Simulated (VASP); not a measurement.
# TiHg2 (Fm-3m) in VASP: a series of runs

Runs on TiHg2. Level: r2SCAN. Tasks: single point, relaxation of cell and atoms.

All numbers are computed with VASP 6.6.1; they aren't measurements. Logs are shortened: lines on timing, memory, paths and dates and some standing lists are left out, and cuts for length are marked.

## 1. The cell of the first run

The structure is cubic, space group Fm-3m (No. 225). The conventional cell has a = 6.451 Å, b = 6.451 Å, c = 6.451 Å, α = 90.00°, β = 90.00°, γ = 90.00°. Ti (site symmetry m-3m) has 8 Hg at 2.79 Å within 3.7 Å. Within 3.7 Å of Hg (site symmetry -43m) lie 4 Ti at 2.79 Å and 6 Hg at 3.23 Å.

## 2. Single point, r2SCAN

POSCAR

```
TiHg2
1.0
    0.0000000000      3.2253460201      3.2253460201
    3.2253460201      0.0000000000      3.2253460201
    3.2253460201      3.2253460201      0.0000000000
Ti Hg
1 2
Direct
    0.0000000000      0.0000000000      0.0000000000
    0.2500000000      0.2500000000      0.2500000000
    0.7500000000      0.7500000000      0.7500000000
```

INCAR.step1

```
ALGO = Normal
EDIFF = 1E-4
ENCUT = 520
GGA = PE
ISMEAR = 0
LASPH = T
LCHARG = F
LREAL = F
LWAVE = T
NBANDS = 25
NELM = 60
PREC = Accurate
SIGMA = 0.1
```

INCAR.step2

```
ALGO = Normal
EDIFF = 1E-6
ENCUT = 520
ISIF = 2
ISMEAR = 0
ISTART = 1
LASPH = T
LCHARG = F
LMIXTAU = T
LREAL = F
LWAVE = F
METAGGA = R2SCAN
NBANDS = 25
NELM = 60
PREC = Accurate
SIGMA = 0.1
```

KPOINTS

```
k-points
0
Gamma
  6 6 6
```

Potentials or basis: VASP PAW PBE potentials, release 64 (Ti_sv, Hg).

On the command line:

```bash
cat potpaw_PBE.64/Ti_sv/POTCAR potpaw_PBE.64/Hg/POTCAR > POTCAR
cp INCAR.step1 INCAR
mpirun -np 1 vasp_std > vasp.out
cp INCAR.step2 INCAR
mpirun -np 1 vasp_std > vasp.out
```

OUTCAR:

```text
EDIFF = 1E-6
   ENCUT = 520
   ISIF = 2
   ISMEAR = 0
   ISTART = 1
   LASPH = T
   LREAL = F
   METAGGA = R2SCAN
   NELM = 60
   PREC = Accurate

 ion  position               nearest neighbor table
   1  0.000  0.000  0.000-   3 2.79   3 2.79   3 2.79   2 2.79   3 2.79   2 2.79   2 2.79   2 2.79

   2  0.250  0.250  0.250-   1 2.79   1 2.79   1 2.79   1 2.79   3 3.23   3 3.23   3 3.23   3 3.23
                             3 3.23   3 3.23
   3  0.750  0.750  0.750-   1 2.79   1 2.79   1 2.79   1 2.79   2 3.23   2 3.23   2 3.23   2 3.23
                             2 3.23   2 3.23

  LATTYP: Found a face centered cubic cell.
 ALAT       =     6.4506920402

  Lattice vectors:

 A1 = (   0.0000000000,   3.2253460201,   3.2253460201)
 A2 = (   3.2253460201,   0.0000000000,   3.2253460201)
 A3 = (   3.2253460201,   3.2253460201,   0.0000000000)

Analysis of symmetry for initial positions (statically):
=====================================================================
 Subroutine PRICEL returns:
 Original cell was already a primitive cell.

 Routine SETGRP: Setting up the symmetry group for a
 face centered cubic supercell.

 Subroutine GETGRP returns: Found 48 space group operations
 (whereof 48 operations were pure point group operations)
 out of a pool of 48 trial point group operations.

The static configuration has the point symmetry O_h .

Analysis of symmetry for dynamics (positions and initial velocities):
=====================================================================
 Subroutine PRICEL returns:
 Original cell was already a primitive cell.

 Routine SETGRP: Setting up the symmetry group for a
 face centered cubic supercell.

 Subroutine GETGRP returns: Found 48 space group operations
 (whereof 48 operations were pure point group operations)
 out of a pool of 48 trial point group operations.

The dynamic configuration has the point symmetry O_h .

 Subroutine INISYM returns: Found 48 space group operations
 (whereof 48 operations are pure point group operations),
 and found     1 'primitive' translations

----------------------------------------------------------------------------------------

                                     Primitive cell

  volume of cell :      67.1056

  direct lattice vectors                    reciprocal lattice vectors
     0.000000000  3.225346020  3.225346020    -0.155022127  0.155022127  0.155022127
     3.225346020  0.000000000  3.225346020     0.155022127 -0.155022127  0.155022127
     3.225346020  3.225346020  0.000000000     0.155022127  0.155022127 -0.155022127

  length of vectors
     4.561328085  4.561328085  4.561328085     0.268506200  0.268506200  0.268506200

  position of ions in fractional coordinates (direct lattice)
     0.000000000  0.000000000  0.000000000
     0.250000000  0.250000000  0.250000000
     0.750000000  0.750000000  0.750000000

  ion indices of the primitive-cell ions
   primitive index   ion index
                 1           1
                 2           2
                 3           3

----------------------------------------------------------------------------------------

 KPOINTS: k-points

Automatic generation of k-mesh.
 Grid dimensions read from file:
 generate k-points for:    6    6    6

 Generating k-lattice:

  Cartesian coordinates                     Fractional coordinates (reciprocal lattice)
    -0.025837021  0.025837021  0.025837021     0.166666667  0.000000000  0.000000000
     0.025837021 -0.025837021  0.025837021     0.000000000  0.166666667  0.000000000
     0.025837021  0.025837021 -0.025837021     0.000000000  0.000000000  0.166666667

  Length of vectors
     0.044751033  0.044751033  0.044751033

  Shift w.r.t. Gamma in fractional coordinates (k-lattice)
     0.000000000  0.000000000  0.000000000

 Subroutine IBZKPT returns following result:
 ===========================================

 Found     16 irreducible k-points:

 Following reciprocal coordinates:
            Coordinates               Weight
  0.000000  0.000000  0.000000      1.000000
  0.166667  0.000000  0.000000      8.000000
  0.333333  0.000000  0.000000      8.000000
  0.500000  0.000000  0.000000      4.000000
  0.166667  0.166667  0.000000      6.000000
  0.333333  0.166667  0.000000     24.000000
[... 8 lines left out ...]
 -0.333333  0.333333  0.166667     24.000000
 -0.333333  0.500000  0.166667     12.000000
   k-points           NKPTS =     16   k-points in BZ     NKDIM =     16   number of bands    NBANDS=     25
   number of dos      NEDOS =    301   number of ions     NIONS =      3
   total plane-waves  NPLWV =  46656
   dimension x,y,z NGX =    36 NGY =   36 NGZ =   36
   dimension x,y,z NGXF=    72 NGYF=   72 NGZF=   72
   ions per type =               1   2
   NGX,Y,Z   is equivalent  to a cutoff of  13.12, 13.12, 13.12 a.u.
   NGXF,Y,Z  is equivalent  to a cutoff of  26.24, 26.24, 26.24 a.u.
 SYSTEM =  unknown system
   PREC   = accura    normal or accurate (medium, high low for compatibility)
   ISTART =      1    job   : 0-new  1-cont  2-samecut
   ICHARG =      0    charge: 1-file 2-atom 10-const
   ISPIN  =      1    spin polarized calculation?
   LNONCOLLINEAR =      F non collinear calculations
   LSORBIT =      F    spin-orbit coupling
   LASPH  =      T    aspherical Exc in radial PAW
   ENCUT  =  520.0 eV  38.22 Ry    6.18 a.u.   8.48  8.48  8.48*2*pi/ulx,y,z
   NELM   =     60;   NELMIN=  2; NELMDL=  0     # of ELM steps
   EDIFF  = 0.1E-05   stopping-criterion for ELM
   LREAL  =      F    real-space projection
   EDIFFG = 0.1E-04   stopping-criterion for IOM
   NSW    =      0    number of steps for IOM
   IBRION =     -1    ionic relax: 0-MD 1-quasi-New 2-CG
   NFREE  =      0    steps in history (QN), initial steepest desc. (CG)
   ISIF   =      2    stress and relaxation
   ISYM   =      2    0-nonsym 1-usesym 2-fastsym
   POTIM  = 0.5000    time-step for ionic-motion
   TEBEG  =    0.0;   TEEND  =   0.0 temperature during run
   PSTRESS=    0.0 pullay stress
   NELECT =      36.0000    total number of electrons
   NUPDOWN=      -1.0000    fix difference up-down
   EMIN   =  10.00;   EMAX   =-10.00  energy-range for DOS
   EFERMI =   0.00;   METHOD = LEGACY
   ISMEAR =     0;   SIGMA  =   0.10  broadening in eV -4-tet -1-fermi 0-gaus
   EFERMI_NEDOS =   21; number of points for ismear=-14 and -15
   IALGO  =     38    algorithm
   IMIX   =      4    mixing-type and parameters
     AMIX     =   0.40;   BMIX     =  1.00
     AMIX_MAG =   1.60;   BMIX_MAG =  1.00
  volume/ion in A,a.u.               =      22.37       150.95
  Fermi-wavevector in a.u.,A,eV,Ry     =   1.330218  2.513747 24.075221  1.769479
  Thomas-Fermi vector in A             =   2.459321
   LORBIT       =      0    0 simple, 1 ext, 2 COOP (PROOUT), +10 PAW based schemes
   METAGGA = R2SCAN    functional components
   LHFCALC =     F    Hartree Fock is set to
   AEXX    =    0.0000 exact exchange contribution
   IVDW    =     0    specifies the selected vdW correction
   LEPSILON=     F    determine dielectric tensor
   LRPA    =     F    only Hartree local field effects (RPA)
 non-spin polarized calculation
 Gauss-broadening in eV      SIGMA  =   0.10
  energy-cutoff  :      520.00
  volume of cell :       67.11
 maximum number of plane-waves:      1821
 NGX is ok and might be reduce to    36
   NGX = 17   NGY = 17   NGZ = 17

 number of electron      36.0000005 magnetization

 Free energy of the ion-electron system (eV)
  ---------------------------------------------------
  ext. energy  EPLUGINS =         0.00000000
  ---------------------------------------------------
  free energy    TOTEN  =      -110.88120468 eV

  energy without entropy =     -110.87194684  energy(sigma->0) =     -110.87657576

 E-fermi :   4.0658     XC(G=0): -11.5005

 val. band max:        3.9033211844   @ k =   0.5000   0.0000   0.0000
 cond. band min:       4.0842597467   @ k =   0.5000   0.5000   0.0000
 fundamental gap:      0.1809385624
 Fermi energy:         4.0658241157

 k-point     1 :       0.0000    0.0000    0.0000
  band No.  band energies     occupation
      1     -55.8396      2.00000
      2     -31.0745      2.00000
      3     -31.0744      2.00000
      4     -31.0744      2.00000
      5      -4.9356      2.00000
      6      -4.5209      2.00000
[... 17 lines left out ...]
     24      10.1911      0.00000
     25      11.4460      0.00000

 k-point     2 :       0.1667    0.0000    0.0000
  band No.  band energies     occupation
      1     -55.8395      2.00000
      2     -31.0755      2.00000
      3     -31.0745      2.00000
      4     -31.0744      2.00000
      5      -4.6001      2.00000
      6      -4.4090      2.00000
[... 17 lines left out ...]
     24       9.5311      0.00000
     25      10.9977      0.00000

 k-point     3 :       0.3333    0.0000    0.0000
  band No.  band energies     occupation
      1     -55.8393      2.00000
      2     -31.0776      2.00000
      3     -31.0744      2.00000
      4     -31.0744      2.00000
      5      -4.0959      2.00000
      6      -4.0959      2.00000
[... 17 lines left out ...]
     24       8.6435      0.00000
     25      10.2600      0.00000

 k-point     4 :       0.5000    0.0000    0.0000
  band No.  band energies     occupation
      1     -55.8392      2.00000
      2     -31.0786      2.00000
      3     -31.0744      2.00000
      4     -31.0744      2.00000
      5      -3.9190      2.00000
      6      -3.6821      2.00000
[... 17 lines left out ...]
     24       8.8439      0.00000
     25      10.1150      0.00000

 k-point     5 :       0.1667    0.1667    0.0000
  band No.  band energies     occupation
      1     -55.8395      2.00000
      2     -31.0758      2.00000
      3     -31.0744      2.00000
      4     -31.0744      2.00000
      5      -4.6239      2.00000
      6      -4.4678      2.00000
[... 17 lines left out ...]
     24       8.8705      0.00000
     25      11.4358      0.00000

 k-point     6 :       0.3333    0.1667    0.0000
  band No.  band energies     occupation
      1     -55.8393      2.00000
      2     -31.0773      2.00000
      3     -31.0747      2.00000
      4     -31.0744      2.00000
      5      -4.3286      2.00000
      6      -4.3224      2.00000
[... 17 lines left out ...]
     24       8.2283      0.00000
     25      11.6110      0.00000
[... 169 lines left out ...]
 k-point    13 :       0.5000    0.5000    0.0000
  band No.  band energies     occupation
      1     -55.8391      2.00000
      2     -31.0799      2.00000
      3     -31.0744      2.00000
      4     -31.0744      2.00000
      5      -4.4259      2.00000
      6      -4.3020      2.00000
[... 17 lines left out ...]
     24       7.5090      0.00000
     25      10.8901      0.00000

 k-point    14 :       0.5000    0.3333    0.1667
  band No.  band energies     occupation
      1     -55.8392      2.00000
      2     -31.0779      2.00000
      3     -31.0754      2.00000
      4     -31.0744      2.00000
      5      -4.3231      2.00000
      6      -4.2004      2.00000
[... 17 lines left out ...]
     24       9.1258      0.00000
     25      11.1145      0.00000

 k-point    15 :      -0.3333    0.3333    0.1667
  band No.  band energies     occupation
      1     -55.8391      2.00000
      2     -31.0775      2.00000
      3     -31.0765      2.00000
      4     -31.0744      2.00000
      5      -4.1737      2.00000
      6      -4.1687      2.00000
[... 17 lines left out ...]
     24      10.0112      0.00000
     25      10.6247      0.00000

 k-point    16 :      -0.3333    0.5000    0.1667
  band No.  band energies     occupation
      1     -55.8391      2.00000
      2     -31.0785      2.00000
      3     -31.0758      2.00000
      4     -31.0745      2.00000
      5      -4.2649      2.00000
      6      -4.2565      2.00000
[... 17 lines left out ...]
     24       8.9585      0.00000
     25      12.0883      0.00000

------------------------ aborting loop because EDIFF is reached ----------------------------------------

  FORCE on cell =-STRESS in cart. coord.  units (eV):
  Direction    XX          YY          ZZ          XY          YZ          ZX
  --------------------------------------------------------------------------------------
  -------------------------------------------------------------------------------------
  Total        0.2459306      0.2459306      0.2459306     -0.0000000     -0.0000000      0.0000000
  in kB        5.8717050      5.8717050      5.8717050     -0.0000000     -0.0000000      0.0000000
  external PRESSURE =       5.8717050 kB  Pullay stress =       0.0000000 kB

 VOLUME and BASIS-vectors are now :
 -----------------------------------------------------------------------------
  energy-cutoff  :      520.00
  volume of cell :       67.11
      direct lattice vectors                 reciprocal lattice vectors
     0.000000000  3.225346020  3.225346020    -0.155022127  0.155022127  0.155022127
     3.225346020  0.000000000  3.225346020     0.155022127 -0.155022127  0.155022127
     3.225346020  3.225346020  0.000000000     0.155022127  0.155022127 -0.155022127

 POSITION                                       TOTAL-FORCE (eV/Angst)
 -----------------------------------------------------------------------------------
      0.00000      0.00000      0.00000         0.000000      0.000000      0.000000
      1.61267      1.61267      1.61267         0.000000     -0.000000     -0.000000
      4.83802      4.83802      4.83802        -0.000000      0.000000      0.000000
 -----------------------------------------------------------------------------------
    total drift:                                0.000000      0.000000      0.000000

  FREE ENERGIE OF THE ION-ELECTRON SYSTEM (eV)
  ---------------------------------------------------
  free  energy   TOTEN  =      -110.8812046839 eV

  energy  without entropy=     -110.8719468413  energy(sigma->0) =     -110.87657576
```

Run time: 72 s. Hardware: 1 thread of Intel Xeon 6975P-C (Granite Rapids), shared host; peak memory 0.22 GiB.

What came out:

- Free energy: -110.8812 eV
- Pressure: 0.6 GPa
- Band gap on the k mesh: zero (band 18 reaches 4.14 eV, above the bottom of band 19 at 3.48 eV)

Levels at points of the mesh, in eV from the Fermi level:
```tsv
k point	band 16	band 17	band 18	band 19	band 20	band 21
(0.00, 0.00, 0.00)	-0.97	-0.97	-0.97	1.15	1.15	1.46
(0.50, 0.00, 0.00)	-5.59	-0.16	-0.16	0.95	1.04	1.04
(0.50, 0.50, 0.00)	-3.12	-2.97	0.02	0.02	0.78	0.78
```

Caveat: the PAW data sets were made with another functional, which shifts forces and pressure a little; spin-orbit coupling is left out, which moves the levels of the heavy elements.

## 3. Relaxation of cell and atoms, r2SCAN

This run uses another cell than the first one, of 21.10 Å³/atom, 0.943 times its volume.

POSCAR

```
TiHg2
1.0
    0.0000000000      3.1633531805      3.1633531805
    3.1633531805      0.0000000000      3.1633531805
    3.1633531805      3.1633531805      0.0000000000
Ti Hg
1 2
Direct
    0.0000000000      0.0000000000      0.0000000000
    0.2500000000      0.2500000000      0.2500000000
    0.7500000000      0.7500000000      0.7500000000
```

INCAR.step1

```
  PREC = Accurate
  ENCUT = 600
  ISMEAR = 0
  SIGMA = 0.1
  LREAL = F
  LASPH = T
  NELM = 60
  GGA = PE
  ALGO = Normal
  EDIFF = 1E-4
  LWAVE = T
  LCHARG = F
```

INCAR.step2

```
  PREC = Accurate
  ENCUT = 600
  EDIFF = 1E-6
  ISMEAR = 0
  SIGMA = 0.1
  LREAL = F
  LASPH = T
  NELM = 60
  ALGO = Normal
  ISIF = 3
  LWAVE = F
  LCHARG = F
  METAGGA = R2SCAN
  LMIXTAU = T
  IBRION = 2
  NSW = 90
  EDIFFG = -0.04
  ISTART = 1
```

KPOINTS

```
regular mesh
0
Gamma
  6 6 6
```

Potentials or basis: VASP PAW PBE potentials, release 64 (Ti_sv, Hg).

On the command line:

```bash
cat potpaw_PBE.64/Ti_sv/POTCAR potpaw_PBE.64/Hg/POTCAR > POTCAR
cp INCAR.step1 INCAR
mpirun -np 1 vasp_std > vasp.out
cp INCAR.step2 INCAR
mpirun -np 1 vasp_std > vasp.out
```

Wall time 3.2 min (1 thread of Intel Xeon 6975P-C (Granite Rapids), shared host); peak memory 0.24 GiB.

The run converged. Its results:

```yaml
Free_energy: -110.8808 eV
Relaxed_volume: 22.55 Å³/atom
Relaxed_cell: a = 4.573 Å, b = 4.573 Å, c = 4.573 Å, α = 60.00°, β = 60.00°, γ = 60.00°
Space_group_after_relaxing_to_0.05_Å: Fm-3m (No. 225)
Energy_gained_by_relaxing: 25.9 meV/atom
Ionic_steps: 3
Pressure_after_relaxing: -0.1 GPa
Band_gap_on_the_k_mesh: zero (band 18 reaches 4.08 eV, above the bottom of band 19 at 3.43 eV)
```

Step by step:
```
step  energy change (eV)  largest force (eV/Å)  pressure (GPa)  volume (Å³)
   1              0.0000                0.0000            6.19        63.31
   2             -0.0387                0.0000           -3.42        71.08
   3             -0.0777                0.0000           -0.06        67.64
```

Final structure:
```cif
data_structure
_symmetry_space_group_name_H-M 'P 1'
_symmetry_Int_Tables_number 1
_cell_length_a 4.5734
_cell_length_b 4.5734
_cell_length_c 4.5734
_cell_angle_alpha 60.000
_cell_angle_beta 60.000
_cell_angle_gamma 60.000
_cell_volume 67.64
loop_
_atom_site_label
_atom_site_type_symbol
_atom_site_fract_x
_atom_site_fract_y
_atom_site_fract_z
_atom_site_occupancy
Ti1 Ti 0.00000 0.00000 0.00000 1
Hg1 Hg 0.25000 0.25000 0.25000 1
Hg2 Hg 0.75000 0.75000 0.75000 1
```

Levels at points of the mesh, in eV from the Fermi level:
| k point | band 16 | band 17 | band 18 | band 19 | band 20 | band 21 |
| --- | --- | --- | --- | --- | --- | --- |
| (0.00, 0.00, 0.00) | -0.95 | -0.95 | -0.95 | 1.14 | 1.14 | 1.40 |
| (0.50, 0.00, 0.00) | -5.56 | -0.16 | -0.16 | 0.94 | 1.03 | 1.03 |
| (0.50, 0.50, 0.00) | -3.09 | -2.97 | 0.03 | 0.03 | 0.77 | 0.77 |

Caveat: the PAW data sets were made with another functional, which shifts forces and pressure a little; spin-orbit coupling is left out, which moves the levels of the heavy elements.
